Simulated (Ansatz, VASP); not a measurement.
# SiMo3 in VASP and in Ansatz

```xyz
8
Lattice="4.8616 0.0000 0.0000 0.0000 4.8616 0.0000 0.0000 0.0000 4.8616" Properties=species:S:1:pos:R:3 pbc="T T T"
Si    0.0000    0.0573    0.0000
Si    2.4308    2.4881    2.4308
Mo    1.2154    0.0854    2.4308
Mo    2.4308    3.4587    0.0000
Mo    3.6462    0.0854    2.4308
Mo    2.4308    1.0279    0.0000
Mo    0.0000    2.5161    3.6462
Mo    0.0000    2.5161    1.2154
```

Change from the starting cell: mode 4 (147.8 1/cm) frozen in, largest displacement +0.188 Å.

Alike in both runs: task single point; functional PBEsol; k mesh 8 × 8 × 8; occupations gaussian, width 0.15 eV; no spin polarisation.

```csv
,VASP,Ansatz
version,VASP 6.6.1,Ansatz 0.2.0
potentials or method,"VASP PAW PBE potentials, release 64 (Si, Mo_sv), cutoff 520 eV","scalar-relativistic, plane waves, PAW"
valence electrons in the cell,92,92
```

|  | VASP | Ansatz | Ansatz less VASP |
| --- | --- | --- | --- |
| gap on the k mesh at the Fermi level (eV) | none | none | - |
| pressure (GPa) | 2.0 | 1.4 | -0.62 |
| traceless stress, the component that is largest in VASP (GPa) | -0.45 | -0.44 | +0.011 |
| rms of the force components (eV/Å) | 0.520 | 0.519 | -0.0016 |

VASP's potentials were made for PBE, not for PBEsol. Atom by atom the forces differ by 0.002 eV/Å (rms over components). A gap of «none» marks a metal or a gap that the smearing closes.
